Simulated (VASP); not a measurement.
# TiP2O2 (P-3m1) in VASP: further runs

Runs on TiP2O2. Level: PBE+D3(BJ). Tasks: single point, relaxation of cell and atoms.

All numbers are computed with VASP 6.6.1; they aren't measurements. Logs are shortened: lines on timing, memory, paths and dates and some standing lists are left out, and cuts for length are marked.

**1. The cell of the first run**

The structure is trigonal, space group P-3m1 (No. 164). The conventional cell has a = 3.441 Å, b = 3.441 Å, c = 11.471 Å, α = 90.00°, β = 90.00°, γ = 120.00°. Ti (site symmetry -3m) has 2 O at 2.34 Å within 3.1 Å. P (site symmetry 3m) has 3 P at 1.99 Å within 2.6 Å. Within 3.1 Å of O (site symmetry 3m) lie 1 Ti at 2.34 Å.

**2. Single point, PBE+D3(BJ), collinear spin**

Contents of INCAR:

```
SYSTEM = TiP2O2
ALGO = Normal
EDIFF = 1E-6
ENCUT = 520
GGA = PE
ISIF = 2
ISMEAR = 0
ISPIN = 2
IVDW = 12
LASPH = .True.
LCHARG = .True.
LELF = .True.
LMAXMIX = 4
LORBIT = 11
LREAL = .False.
LVHAR = .True.
LWAVE = .False.
MAGMOM = 1 0 0 0 0
NBANDS = 29
NELM = 150
PREC = Accurate
SIGMA = 0.1
```

Contents of KPOINTS:

```
k-points
0
Gamma
  6 6 2
  0 0 0
```

Contents of POSCAR:

```
TiP2O2
1.0
    3.4411995000      0.0000000000      0.0000000000
   -1.7205997500      2.9801661900      0.0000000000
    0.0000000000      0.0000000000     11.4709756100
Ti P O
1 2 2
Direct
    0.0000000000      0.0000000000      0.5000000000
    0.3333333300      0.6666666700      0.9967136100
    0.6666666700      0.3333333300      0.0032863900
    0.0000000000      0.0000000000      0.2961995700
    0.0000000000      0.0000000000      0.7038004300
```

Potentials or basis: VASP PAW PBE potentials, release 64 (Ti_sv, P, O).

The run is started by

```
$ cat potpaw_PBE.64/Ti_sv/POTCAR potpaw_PBE.64/P/POTCAR potpaw_PBE.64/O/POTCAR > POTCAR
$ mpirun -np 1 vasp_std > vasp.out
```

OUTCAR:

```text
SYSTEM = TiP2O2
   EDIFF = 1E-6
   ENCUT = 520
   GGA = PE
   ISIF = 2
   ISMEAR = 0
   ISPIN = 2
   IVDW = 12
   LASPH = .True.
   LORBIT = 11
   LREAL = .False.
   NELM = 150
   PREC = Accurate
 IVDW          = 12

 ion  position               nearest neighbor table
   1  0.000  0.000  0.500-   4 2.34   5 2.34
   2  0.333  0.667  0.997-   3 1.99   3 1.99   3 1.99
   3  0.667  0.333  0.003-   2 1.99   2 1.99   2 1.99
   4  0.000  0.000  0.296-   1 2.34
   5  0.000  0.000  0.704-   1 2.34

  LATTYP: Found a hexagonal cell.
 ALAT       =     3.4411995000
 C/A-ratio  =     3.3334235955

  Lattice vectors:

 A1 = (   3.4411995000,   0.0000000000,   0.0000000000)
 A2 = (  -1.7205997500,   2.9801661900,   0.0000000000)
 A3 = (   0.0000000000,   0.0000000000,  11.4709756100)

Analysis of symmetry for initial positions (statically):
=====================================================================
 Subroutine PRICEL returns:
 Original cell was already a primitive cell.

 Routine SETGRP: Setting up the symmetry group for a
 hexagonal supercell.

 Subroutine GETGRP returns: Found 12 space group operations
 (whereof 12 operations were pure point group operations)
 out of a pool of 24 trial point group operations.

The static configuration has the point symmetry D_3d.

Analysis of symmetry for dynamics (positions and initial velocities):
=====================================================================
 Subroutine PRICEL returns:
 Original cell was already a primitive cell.

 Routine SETGRP: Setting up the symmetry group for a
 hexagonal supercell.

 Subroutine GETGRP returns: Found 12 space group operations
 (whereof 12 operations were pure point group operations)
 out of a pool of 24 trial point group operations.

The dynamic configuration has the point symmetry D_3d.

Analysis of structural, dynamic, and magnetic symmetry:
=====================================================================
 Subroutine PRICEL returns:
 Original cell was already a primitive cell.

 Routine SETGRP: Setting up the symmetry group for a
 hexagonal supercell.

 Subroutine GETGRP returns: Found 12 space group operations
 (whereof 12 operations were pure point group operations)
 out of a pool of 24 trial point group operations.

The overall configuration has the point symmetry D_3d.

 Subroutine INISYM returns: Found 12 space group operations
 (whereof 12 operations are pure point group operations),
 and found     1 'primitive' translations

----------------------------------------------------------------------------------------

                                     Primitive cell

  volume of cell :     117.6388

  direct lattice vectors                    reciprocal lattice vectors
     3.441199500  0.000000000  0.000000000     0.290596346  0.167775878  0.000000000
    -1.720599750  2.980166190  0.000000000     0.000000000  0.335551757  0.000000000
     0.000000000  0.000000000 11.470975610     0.000000000  0.000000000  0.087176543

  length of vectors
     3.441199500  3.441199503 11.470975610     0.335551757  0.335551757  0.087176543

  position of ions in fractional coordinates (direct lattice)
     0.000000000  0.000000000  0.500000000
     0.333333330  0.666666670  0.996713610
     0.666666670  0.333333330  0.003286390
     0.000000000  0.000000000  0.296199570
     0.000000000  0.000000000  0.703800430

  ion indices of the primitive-cell ions
   primitive index   ion index
                 1           1
                 2           2
                 3           3
                 4           4
                 5           5

----------------------------------------------------------------------------------------

 KPOINTS: k-points

Automatic generation of k-mesh.
 Grid dimensions read from file:
 generate k-points for:    6    6    2

[... 21 lines left out ...]
  0.166667  0.000000  0.000000      6.000000
  0.333333  0.000000  0.000000      6.000000
  0.500000 -0.000000  0.000000      3.000000
  0.166667  0.166667  0.000000      6.000000
  0.333333  0.166667  0.000000     12.000000
  0.333333  0.333333  0.000000      2.000000
  0.000000  0.000000  0.500000      1.000000
  0.166667  0.000000  0.500000      6.000000
  0.333333  0.000000  0.500000      6.000000
  0.500000 -0.000000  0.500000      3.000000
  0.166667  0.166667  0.500000      6.000000
  0.333333  0.166667  0.500000     12.000000
  0.333333  0.333333  0.500000      2.000000
   k-points           NKPTS =     14   k-points in BZ     NKDIM =     14   number of bands    NBANDS=     29
   number of dos      NEDOS =    301   number of ions     NIONS =      5
   total plane-waves  NPLWV =  70560
   dimension x,y,z NGX =    28 NGY =   28 NGZ =   90
   dimension x,y,z NGXF=    56 NGYF=   56 NGZF=  180
   ions per type =               1   2   2
   NGX,Y,Z   is equivalent  to a cutoff of  13.53, 13.53, 13.04 a.u.
   NGXF,Y,Z  is equivalent  to a cutoff of  27.05, 27.05, 26.09 a.u.
 SYSTEM =  TiP2O2
   PREC   = accura    normal or accurate (medium, high low for compatibility)
   ISTART =      0    job   : 0-new  1-cont  2-samecut
   ICHARG =      2    charge: 1-file 2-atom 10-const
   ISPIN  =      2    spin polarized calculation?
   LNONCOLLINEAR =      F non collinear calculations
   LSORBIT =      F    spin-orbit coupling
   LASPH  =      T    aspherical Exc in radial PAW
   ENCUT  =  520.0 eV  38.22 Ry    6.18 a.u.   6.40  6.40 21.33*2*pi/ulx,y,z
   NELM   =    150;   NELMIN=  2; NELMDL= -5     # of ELM steps
   EDIFF  = 0.1E-05   stopping-criterion for ELM
   LREAL  =      F    real-space projection
   EDIFFG = 0.1E-04   stopping-criterion for IOM
   NSW    =      0    number of steps for IOM
   IBRION =     -1    ionic relax: 0-MD 1-quasi-New 2-CG
   NFREE  =      0    steps in history (QN), initial steepest desc. (CG)
   ISIF   =      2    stress and relaxation
   ISYM   =      2    0-nonsym 1-usesym 2-fastsym
   POTIM  = 0.5000    time-step for ionic-motion
   TEBEG  =    0.0;   TEEND  =   0.0 temperature during run
   PSTRESS=    0.0 pullay stress
   NELECT =      34.0000    total number of electrons
   NUPDOWN=      -1.0000    fix difference up-down
   EMIN   =  10.00;   EMAX   =-10.00  energy-range for DOS
   EFERMI =   0.00;   METHOD = LEGACY
   ISMEAR =     0;   SIGMA  =   0.10  broadening in eV -4-tet -1-fermi 0-gaus
   EFERMI_NEDOS =   21; number of points for ismear=-14 and -15
   IALGO  =     38    algorithm
   IMIX   =      4    mixing-type and parameters
     AMIX     =   0.40;   BMIX     =  1.00
     AMIX_MAG =   1.60;   BMIX_MAG =  1.00
  volume/ion in A,a.u.               =      23.53       158.77
  Fermi-wavevector in a.u.,A,eV,Ry     =   1.082391  2.045423 15.940186  1.171571
  Thomas-Fermi vector in A             =   2.218431
   LORBIT       =     11    0 simple, 1 ext, 2 COOP (PROOUT), +10 PAW based schemes
   GGA     = PE    functional components
   LHFCALC =     F    Hartree Fock is set to
   AEXX    =    0.0000 exact exchange contribution
   IVDW    =    12    specifies the selected vdW correction
   LEPSILON=     F    determine dielectric tensor
   LRPA    =     F    only Hartree local field effects (RPA)
 spin polarized calculation
 Gauss-broadening in eV      SIGMA  =   0.10
  energy-cutoff  :      520.00
  volume of cell :      117.64
 maximum number of plane-waves:      3199
 NGX is ok and might be reduce to    28
   NGX = 13   NGY = 13   NGZ = 43

 number of electron      34.0000000 magnetization       0.1725067

 Free energy of the ion-electron system (eV)
  ---------------------------------------------------
  ext. energy  EPLUGINS =         0.00000000
  ---------------------------------------------------
  free energy    TOTEN  =       -22.96202107 eV

  energy without entropy =      -22.89727294  energy(sigma->0) =      -22.92964700

 E-fermi :   0.5647     XC(G=0):  -8.0746

 val. band max:        0.5617951550   @ k =   0.1667   0.0000   0.5000
 cond. band min:       0.5694790601   @ k =   0.1667   0.1667   0.0000
 fundamental gap:      0.0076839051
 Fermi energy:         0.5646557022

 spin component 1

 k-point     1 :       0.0000    0.0000    0.0000
  band No.  band energies     occupation
      1     -57.1013      1.00000
      2     -33.3735      1.00000
      3     -33.3735      1.00000
      4     -32.9972      1.00000
      5     -16.1361      1.00000
      6     -14.7009      1.00000
[... 437 lines left out ...]
     28       5.9215      0.00000
     29       8.1422      0.00000
 Fermi energy:         0.5646557022

 spin component 2

 k-point     1 :       0.0000    0.0000    0.0000
  band No.  band energies     occupation
      1     -56.9576      1.00000
      2     -33.2068      1.00000
      3     -33.2068      1.00000
      4     -32.9010      1.00000
      5     -16.1482      1.00000
      6     -14.7084      1.00000
[... 437 lines left out ...]
     28       6.0699      0.00000
     29       8.2438      0.00000

------------------------ aborting loop because EDIFF is reached ----------------------------------------

 Edisp (eV)   -0.88016

 E8    (eV) :    -0.3325

  FORCE on cell =-STRESS in cart. coord.  units (eV):
  Direction    XX          YY          ZZ          XY          YZ          ZX
  --------------------------------------------------------------------------------------
  -------------------------------------------------------------------------------------
  Total       5.09364     5.09364   -23.33947     0.00000    -0.00000     0.00000
  in kB      69.37264    69.37264  -317.87093     0.00000    -0.00000     0.00000
  external pressure =      -59.71 kB  Pullay stress =        0.00 kB

 VOLUME and BASIS-vectors are now :
 -----------------------------------------------------------------------------
  energy-cutoff  :      520.00
  volume of cell :      117.64
      direct lattice vectors                 reciprocal lattice vectors
     3.441199500  0.000000000  0.000000000     0.290596346  0.167775878  0.000000000
    -1.720599750  2.980166190  0.000000000     0.000000000  0.335551757  0.000000000
     0.000000000  0.000000000 11.470975610     0.000000000  0.000000000  0.087176543

 POSITION                                       TOTAL-FORCE (eV/Angst)
 -----------------------------------------------------------------------------------
      0.00000      0.00000      5.73549        -0.000000      0.000000      0.000000
     -0.00000      1.98678     11.43328        -0.000000      0.000000     -0.607718
      1.72060      0.99339      0.03770         0.000000     -0.000000      0.607718
      0.00000      0.00000      3.39770        -0.000000      0.000000      4.212057
      0.00000      0.00000      8.07328        -0.000000      0.000000     -4.212057
 -----------------------------------------------------------------------------------
    total drift:                               -0.000000      0.000000      0.000000

  FREE ENERGIE OF THE ION-ELECTRON SYSTEM (eV)
  ---------------------------------------------------
  free  energy   TOTEN  =       -23.8421809441 eV

  energy  without entropy=      -23.7774328222  energy(sigma->0) =      -23.80980688

 total charge

# of ion       s       p       d       tot
------------------------------------------
    1        2.164   6.020   1.660   9.845
    2        1.026   1.577   0.000   2.603
    3        1.026   1.577   0.000   2.603
    4        1.604   3.067   0.000   4.670
    5        1.604   3.067   0.000   4.670
--------------------------------------------------
tot          7.422  15.309   1.660  24.392

 magnetization (x)

# of ion       s       p       d       tot
------------------------------------------
    1        0.005   0.002   0.139   0.146
    2       -0.002  -0.003   0.000  -0.005
    3       -0.002  -0.003   0.000  -0.005
    4        0.000  -0.004   0.000  -0.004
    5        0.000  -0.004   0.000  -0.004
--------------------------------------------------
tot          0.001  -0.012   0.139   0.127
```

Run time: 3.1 min. Hardware: 1 thread of Intel Xeon Platinum 8259CL at 2.50GHz (Skylake/Cascade Lake), shared host; peak memory 0.35 GiB.

What came out:

```
Free energy                                           : -23.8422 eV
Pressure                                              : -6.0 GPa
Largest force                                         : 4.212 eV/Å
Net moment                                            : 0.17 μB per cell
Site moments                                          : Ti +0.15; P -0.01; O -0.00 μB
Valence electrons inside the program's atomic spheres : Ti 9.85; P 2.60; O 4.67
Dispersion energy per atom                            : -0.176 eV
```

Forces in eV/Å, atoms in the order of the input:
```
Ti   0.000  0.000  0.000
P    0.000  0.000 -0.608
P    0.000  0.000  0.608
O    0.000  0.000  4.212
O    0.000  0.000 -4.212
```

Caveat: the stress differs along the axes, from -32 to 7 GPa; forces of over 1 eV/Å act on the atoms, so gaps and moduli don't describe the material at rest.

**3. Relaxation of cell and atoms, PBE+D3(BJ), collinear spin**

Contents of INCAR:

```
SYSTEM = TiP2O2
PREC     = Accurate       ! precision mode
ENCUT    = 600            ! plane-wave cutoff, eV
EDIFF    = 1E-7           ! SCF threshold, eV
ISMEAR   = 0              ! smearing method
SIGMA    = 0.1            ! smearing width, eV
LREAL    = .False.        ! projectors in reciprocal space
LASPH    = .True.         ! aspherical terms in the spheres
NELM     = 150            ! most SCF steps
ALGO     = Normal         ! electronic algorithm
ISIF     = 3              ! what is computed and relaxed
LWAVE    = .False.        ! write WAVECAR
LCHARG   = .False.        ! write CHGCAR
ISPIN    = 2              ! spin polarisation
MAGMOM   = 1 0 0 0 0      ! initial moments
LORBIT   = 11             ! projections on sites
LMAXMIX  = 4              ! l up to which the mixer works
GGA      = PE             ! functional
IVDW     = 12             ! dispersion correction
IBRION   = 2              ! ionic algorithm
NSW      = 90             ! ionic steps
EDIFFG   = -0.04          ! ionic threshold
```

Contents of KPOINTS:

```
Automatic mesh
0
Gamma
  6 6 2
  0 0 0
```

POSCAR is that of step 2.

Potentials or basis: VASP PAW PBE potentials, release 64 (Ti_sv, P, O).

The run is started by

```
$ cat potpaw_PBE.64/Ti_sv/POTCAR potpaw_PBE.64/P/POTCAR potpaw_PBE.64/O/POTCAR > POTCAR
$ mpirun -np 1 vasp_std > vasp.out
```

Run time: 61 min. Hardware: 1 thread of Intel Xeon Platinum 8259CL at 2.50GHz (Skylake/Cascade Lake), shared host; peak memory 0.4 GiB.

It converged, with:

```
Free energy                                           : -32.8320 eV
Relaxed volume                                        : 13.46 Å³/atom
Relaxed cell                                          : a = 3.152 Å, b = 3.152 Å, c = 7.824 Å, α = 90.00°, β = 90.00°, γ = 120.00°
Space group after relaxing (to 0.1 Å)                 : P-3m1 (No. 164)
Energy gained by relaxing                             : 1797.7 meV/atom
Ionic steps                                           : 47
Pressure after relaxing                               : 0.1 GPa
Largest force after relaxing                          : 0.021 eV/Å
Band gap on the k mesh                                : zero (filled and empty bands overlap)
Net moment                                            : 0.00 μB per cell
Valence electrons inside the program's atomic spheres : Ti 10.30; P 2.40; O 4.93
Dispersion energy per atom                            : -0.307 eV
```

Forces on the atoms (eV/Å):
```
Ti   0.000  0.000  0.000
P    0.000  0.000 -0.004
P    0.000  0.000  0.004
O    0.000  0.000 -0.021
O    0.000  0.000  0.021
```

Stress tensor (GPa, compression positive):
```
 0.12  0.00  0.00
 0.00  0.12  0.00
 0.00  0.00 -0.02
```

The path:
| step | energy change (eV) | largest force (eV/Å) | pressure (GPa) | volume (Å³) |
| --- | --- | --- | --- | --- |
| 1 | 0.0000 | 4.2143 | -6.00 | 117.64 |
| 3 | -5.7817 | 0.5338 | 1.43 | 102.64 |
| 5 | -5.7915 | 1.4898 | 3.31 | 101.86 |
| 7 | -6.0321 | 0.6541 | -2.85 | 109.42 |
| 9 | -6.9265 | 1.5362 | -3.07 | 93.17 |
| 11 | -7.3811 | 4.5715 | 13.88 | 70.47 |
| 13 | -7.5102 | 3.6267 | 12.71 | 68.70 |
| 15 | -7.5504 | 2.7655 | 11.84 | 67.18 |
| 17 | -7.5844 | 2.5328 | 11.15 | 67.25 |
| 19 | -7.8324 | 1.9376 | 6.41 | 70.26 |
| 21 | -7.9930 | 0.8846 | -0.85 | 75.81 |
| 23 | -8.1158 | 0.4450 | -2.33 | 74.44 |
| 25 | -8.2190 | 0.6682 | -2.16 | 71.27 |
| 27 | -8.2512 | 0.4697 | 1.90 | 68.54 |
| 29 | -8.3913 | 0.6897 | 1.60 | 67.86 |
| 31 | -8.5678 | 2.2642 | 3.09 | 63.24 |
| 33 | -8.7473 | 1.5087 | 2.41 | 64.53 |
| 35 | -8.7856 | 1.4669 | 1.92 | 64.95 |
| 37 | -8.7941 | 0.8952 | -0.35 | 64.91 |
| 39 | -8.8923 | 0.9575 | 0.98 | 65.02 |
| 41 | -8.9681 | 0.2105 | 2.72 | 65.24 |
| 43 | -8.9857 | 0.2618 | -0.34 | 67.13 |
| 45 | -8.9884 | 0.0418 | 0.22 | 67.23 |
| 47 | -8.9886 | 0.0211 | 0.07 | 67.32 |

Final structure:
```
CELL_PARAMETERS angstrom
3.15208 0.00000 0.00000
-1.57604 2.72978 0.00000
0.00000 0.00000 7.82400
ATOMIC_POSITIONS crystal
Ti 0.00000 0.00000 0.50000
P 0.33333 0.66667 0.92295
P 0.66667 0.33333 0.07705
O 0.00000 0.00000 0.26491
O 0.00000 0.00000 0.73509
```

Levels at points of the mesh, in eV from the Fermi level:
Spin up:
| k point | band 15 | band 16 | band 17 | band 18 | band 19 | band 20 |
| --- | --- | --- | --- | --- | --- | --- |
| (0.00, 0.00, 0.00) | -0.89 | -0.76 | -0.76 | 1.06 | 1.06 | 1.20 |
| (0.50, 0.00, 0.00) | -1.44 | -1.36 | -0.80 | 0.43 | 2.18 | 2.74 |
| (0.00, 0.00, 0.50) | -1.87 | -0.71 | -0.71 | 1.01 | 1.06 | 1.06 |
| (0.50, 0.00, 0.50) | -1.84 | -0.89 | -0.63 | -0.14 | 2.21 | 2.72 |
Spin down:
```
           k point  band 15  band 16  band 17  band 18  band 19  band 20
(0.00, 0.00, 0.00)    -0.89    -0.76    -0.76     1.06     1.06     1.20
(0.50, 0.00, 0.00)    -1.44    -1.36    -0.80     0.43     2.18     2.74
(0.00, 0.00, 0.50)    -1.87    -0.71    -0.71     1.01     1.06     1.06
(0.50, 0.00, 0.50)    -1.84    -0.89    -0.63    -0.14     2.21     2.72
```

Caveat: the volume moved by over 15 % at a fixed basis, so the end points are rough.

The gap in the log of VASP goes by the Fermi energy; the results here count the filled bands.